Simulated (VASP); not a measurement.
# Rh16CO in VASP: single point with PBE

Aim: the single point of Rh16CO with PBE.

Program: VASP 6.6.1. These are calculated values, not measurements. Logs are shortened: lines on timing, memory, paths and dates and some standing lists are left out, and cuts for length are marked.

## 1. The cell of the first run

The cell holds a slab with vacuum, 18 atoms: a = 7.600 Å, b = 5.374 Å, c = 16.031 Å, α = 90.00°, β = 90.00°, γ = 90.00°.

## 2. Single point, PBE

File INCAR:

```
PREC     = Accurate       # precision mode
ENCUT    = 520            # plane-wave cutoff, eV
EDIFF    = 1E-6           # SCF threshold, eV
ISMEAR   = -1             # smearing method
SIGMA    = 0.1            # smearing width, eV
LREAL    = Auto         
LASPH    = T              # aspherical terms in the spheres
NELM     = 80             # most SCF steps
ALGO     = Normal         # electronic algorithm
ISIF     = 2              # what is computed and relaxed
LWAVE    = F              # write WAVECAR
LCHARG   = F              # write CHGCAR
GGA      = PE             # functional
NBANDS   = 140            # bands
```

File KPOINTS:

```
regular mesh
0
Gamma
  2 2 1
```

File POSCAR:

```
Rh16CO
1.0
    7.6000000000      0.0000000000      0.0000000000
    0.0000000000      5.3740120000      0.0000000000
    0.0000000000      0.0000000000     16.0305090000
Rh C O
16 1 1
Direct
    0.2500000000      0.2500000000      0.0623811000
    0.7500000000      0.2500000000      0.0623811000
    0.2500000000      0.7500000000      0.0623811000
    0.7500000000      0.7500000000      0.0623811000
   -0.0000848645     -0.0020976546      0.1397858933
    0.5001268456      0.0000183972      0.1406441478
   -0.0000685125      0.5021982891      0.1397342728
    0.5001086675      0.4999872602      0.1405772102
    0.2490280018      0.2501410187      0.2270412916
    0.7512063428      0.2501122476      0.2271644802
    0.2500765904      0.7502982197      0.2270825045
    0.7501098980      0.7502434521      0.2271102592
    0.0005178231      0.0017006183      0.3123510443
    0.5000583193      0.0001210042      0.3066740455
    0.0005652063      0.4985696359      0.3122040043
    0.5000310082      0.5004516959      0.3062497134
    0.0048687668      0.2504320158      0.4045131393
    0.0088489288      0.2503214610      0.4780540039
```

Potentials or basis: VASP PAW PBE potentials, release 64 (Rh_pv, C, O).

On the command line:

```bash
$ cat potpaw_PBE.64/Rh_pv/POTCAR potpaw_PBE.64/C/POTCAR potpaw_PBE.64/O/POTCAR > POTCAR
$ mpirun -np 1 vasp_std > vasp.out
```

OUTCAR:

```text
PREC = Accurate
   ENCUT = 520
   EDIFF = 1E-6
   ISMEAR = -1
   LREAL = Auto
   LASPH = T
   NELM = 80
   ISIF = 2
   GGA = PE

 ion  position               nearest neighbor table
   1  0.250  0.250  0.062-   9 2.64   7 2.64   5 2.64   8 2.64   6 2.64   3 2.69   3 2.69
   2  0.750  0.250  0.062-  10 2.64   7 2.64   5 2.64   8 2.64   6 2.64   4 2.69   4 2.69
   3  0.250  0.750  0.062-   7 2.63   5 2.63  11 2.64   8 2.64   6 2.64   1 2.69   1 2.69
   4  0.750  0.750  0.062-   7 2.63   5 2.63  12 2.64   8 2.64   6 2.64   2 2.69   2 2.69
   5  1.000  0.998  0.140-   4 2.63   3 2.63   2 2.64   1 2.64   7 2.66  12 2.71  11 2.71   7 2.71
                            10 2.72   9 2.72  13 2.77
   6  0.500  0.000  0.141-   2 2.64   4 2.64   1 2.64   3 2.64  14 2.66   8 2.69   8 2.69  11 2.71
                            12 2.71   9 2.71  10 2.72
   7  1.000  0.502  0.140-   4 2.63   3 2.63   2 2.64   1 2.64   5 2.66  12 2.71   5 2.71  11 2.71
                            10 2.72   9 2.72  15 2.76
   8  0.500  0.500  0.141-   2 2.64   4 2.64   1 2.64   3 2.64  16 2.66   6 2.69   6 2.69  12 2.71
                            11 2.71   9 2.71  10 2.72
   9  0.249  0.250  0.227-   1 2.64  16 2.66  14 2.66  15 2.69  11 2.69  13 2.69  11 2.69   8 2.71
                             6 2.71   7 2.72   5 2.72
  10  0.751  0.250  0.227-   2 2.64  16 2.66  14 2.66  12 2.69  12 2.69  15 2.69  13 2.69   6 2.72
                             8 2.72   5 2.72   7 2.72
  11  0.250  0.750  0.227-   3 2.64  16 2.65  14 2.65   9 2.69   9 2.69  15 2.70  13 2.70   6 2.71
[... 5 lines left out ...]
  14  0.500  0.000  0.307-  11 2.65  12 2.65  10 2.66   9 2.66   6 2.66  16 2.69  16 2.69
  15  0.001  0.499  0.312-  17 1.99  13 2.67   9 2.69  10 2.69  11 2.70  13 2.70  12 2.70   7 2.76

  16  0.500  0.500  0.306-  11 2.65  12 2.65   8 2.66   9 2.66  10 2.66  14 2.69  14 2.69
  17  0.005  0.250  0.405-  18 1.18  15 1.99  13 1.99
  18  0.009  0.250  0.478-  17 1.18

  LATTYP: Found a simple orthorhombic cell.
 ALAT       =     5.3740120000
 B/A-ratio  =     1.4142134405
 C/A-ratio  =     2.9829685903

  Lattice vectors:

 A1 = (   0.0000000000,  -5.3740120000,   0.0000000000)
 A2 = (   7.6000000000,   0.0000000000,   0.0000000000)
 A3 = (   0.0000000000,   0.0000000000,  16.0305090000)

Analysis of symmetry for initial positions (statically):
=====================================================================
 Subroutine PRICEL returns:
 Original cell was already a primitive cell.

 Routine SETGRP: Setting up the symmetry group for a
 simple orthorhombic supercell.

 Subroutine GETGRP returns: Found  1 space group operations
 (whereof  1 operations were pure point group operations)
 out of a pool of  8 trial point group operations.

The static configuration has the point symmetry C_1 .

[... 132 lines left out ...]
   TEBEG  =    0.0;   TEEND  =   0.0 temperature during run
   PSTRESS=    0.0 pullay stress
   NELECT =     250.0000    total number of electrons
   NUPDOWN=      -1.0000    fix difference up-down
   EMIN   =  10.00;   EMAX   =-10.00  energy-range for DOS
   EFERMI =   0.00;   METHOD = LEGACY
   ISMEAR =    -1;   SIGMA  =   0.10  broadening in eV -4-tet -1-fermi 0-gaus
   EFERMI_NEDOS =   21; number of points for ismear=-14 and -15
   IALGO  =     38    algorithm
   IMIX   =      4    mixing-type and parameters
     AMIX     =   0.40;   BMIX     =  1.00
     AMIX_MAG =   1.60;   BMIX_MAG =  1.00
  volume/ion in A,a.u.               =      36.37       245.46
  Fermi-wavevector in a.u.,A,eV,Ry     =   1.187686  2.244401 19.192353  1.410598
  Thomas-Fermi vector in A             =   2.323832
   LORBIT       =      0    0 simple, 1 ext, 2 COOP (PROOUT), +10 PAW based schemes
   GGA     = PE    functional components
   LHFCALC =     F    Hartree Fock is set to
   AEXX    =    0.0000 exact exchange contribution
   IVDW    =     0    specifies the selected vdW correction
   LEPSILON=     F    determine dielectric tensor
   LRPA    =     F    only Hartree local field effects (RPA)
 non-spin polarized calculation
  energy-cutoff  :      520.00
  volume of cell :      654.73
 maximum number of plane-waves:     17668
 NGX is ok and might be reduce to    60
   NGX = 29   NGY = 19   NGZ = 59

 number of electron     250.0000018 magnetization

 Free energy of the ion-electron system (eV)
  ---------------------------------------------------
  ext. energy  EPLUGINS =         0.00000000
  ---------------------------------------------------
  free energy    TOTEN  =      -122.01844077 eV

  energy without entropy =     -120.97054084  energy(sigma->0) =     -121.49449081

 E-fermi :   0.8445     XC(G=0):  -6.2799

 val. band max:        0.8176305572   @ k =   0.5000   0.5000   0.0000
 cond. band min:       0.8570226147   @ k =   0.5000   0.0000   0.0000
 fundamental gap:      0.0393920575
 Fermi energy:         0.8444726001

 k-point     1 :       0.0000    0.0000    0.0000
  band No.  band energies     occupation
      1     -46.0688      2.00000
      2     -46.0369      2.00000
      3     -45.9937      2.00000
      4     -45.9923      2.00000
      5     -45.9680      2.00000
      6     -45.9250      2.00000
[... 549 lines left out ...]
    136       1.2176      0.04682
    137       1.7623      0.00021
 [bands above 137 left out]

------------------------ aborting loop because EDIFF is reached ----------------------------------------

  FORCE on cell =-STRESS in cart. coord.  units (eV):
  Direction    XX          YY          ZZ          XY          YZ          ZX
  --------------------------------------------------------------------------------------
  -------------------------------------------------------------------------------------
  Total       -5.7979520    -17.4164494      0.6591138     -0.0000812     -0.0278529     -0.0505245
  in kB      -14.1881464    -42.6197276      1.6129149     -0.0001988     -0.0681587     -0.1236383
  external PRESSURE =     -18.3983197 kB  Pullay stress =       0.0000000 kB

 VOLUME and BASIS-vectors are now :
 -----------------------------------------------------------------------------
  energy-cutoff  :      520.00
  volume of cell :      654.73
      direct lattice vectors                 reciprocal lattice vectors
     7.600000000  0.000000000  0.000000000     0.131578947  0.000000000  0.000000000
     0.000000000  5.374012000  0.000000000     0.000000000  0.186080716  0.000000000
     0.000000000  0.000000000 16.030509000     0.000000000  0.000000000  0.062381051

 POSITION                                       TOTAL-FORCE (eV/Angst)
 -----------------------------------------------------------------------------------
      1.90000      1.34350      1.00000         0.078951     -0.000353      0.068337
      5.70000      1.34350      1.00000        -0.067052      0.000277      0.068821
      1.90000      4.03051      1.00000        -0.011557      0.002240     -0.075762
      5.70000      4.03051      1.00000         0.012360      0.001536     -0.082800
      7.59936      5.36274      2.24084         0.005204      0.003439      0.003518
      3.80096      0.00010      2.25460        -0.003538      0.005477      0.001655
[... 10 lines left out ...]
      0.03700      1.34582      6.48455        -0.026038      0.002465     -0.632358
      0.06725      1.34523      7.66345         0.012190      0.000605      0.661723
 -----------------------------------------------------------------------------------
    total drift:                               -0.007551      0.002884     -0.000692

  FREE ENERGIE OF THE ION-ELECTRON SYSTEM (eV)
  ---------------------------------------------------
  free  energy   TOTEN  =      -122.0184407739 eV

  energy  without entropy=     -120.9705408389  energy(sigma->0) =     -121.49449081
```

stdout:

```text
POSCAR found type information on POSCAR RhC O
 POSCAR found :  3 types and      18 ions
 scaLAPACK will be used
 LDA part: xc-table for (Slater+PW92), standard interpolation
 POSCAR, INCAR and KPOINTS ok, starting setup
 FFT: planning ... GRIDC
 FFT: planning ... GRID_SOFT
 FFT: planning ... GRID
 WAVECAR not read
 entering main loop
```

Run time: 30 min. Hardware: 1 thread of AMD EPYC 7R43 (Zen 3), shared host; peak memory 0.67 GiB.

What came out:

```yaml
Free_energy: -122.0184 eV
Largest_force: 0.662 eV/Å
Band_gap_on_the_k_mesh: zero (band 125 reaches 1.11 eV, above the bottom of band 126 at 0.64 eV)
```

Forces in eV/Å, atoms in the order of the input:
```
Rh   0.079  0.000  0.068
Rh  -0.067  0.000  0.069
Rh  -0.012  0.002 -0.076
Rh   0.012  0.002 -0.083
Rh   0.005  0.003  0.004
Rh  -0.004  0.005  0.002
Rh   0.003 -0.001  0.007
Rh  -0.001  0.003 -0.011
Rh  -0.004 -0.003  0.002
Rh   0.009 -0.001  0.012
Rh   0.002 -0.005 -0.001
Rh  -0.005 -0.004  0.005
Rh  -0.003  0.004 -0.036
Rh   0.002 -0.004 -0.031
Rh  -0.006 -0.003 -0.014
Rh   0.004 -0.001  0.054
C   -0.026  0.002 -0.632
O    0.012  0.001  0.662
```

Levels at points of the mesh, in eV from the Fermi level:
| k point | band 121 | band 122 | band 123 | band 124 | band 125 | band 126 | band 127 | band 128 | band 129 | band 130 |
| --- | --- | --- | --- | --- | --- | --- | --- | --- | --- | --- |
| (0.00, 0.00, 0.00) | 0.05 | 0.09 | 0.16 | 0.26 | 0.26 | 0.29 | 0.31 | 0.50 | 0.60 | 0.61 |
| (0.50, 0.00, 0.00) | -0.18 | -0.16 | -0.12 | 0.01 | 0.01 | 0.03 | 0.06 | 0.08 | 0.58 | 0.60 |
| (0.00, 0.50, 0.00) | -0.48 | -0.44 | -0.39 | -0.37 | -0.29 | -0.21 | -0.13 | -0.11 | -0.10 | -0.06 |
| (0.50, 0.50, 0.00) | -0.47 | -0.36 | -0.31 | -0.31 | -0.07 | -0.04 | -0.03 | 0.03 | 0.10 | 0.12 |

Caveat: the k points lie up to 0.58 Å⁻¹ apart.
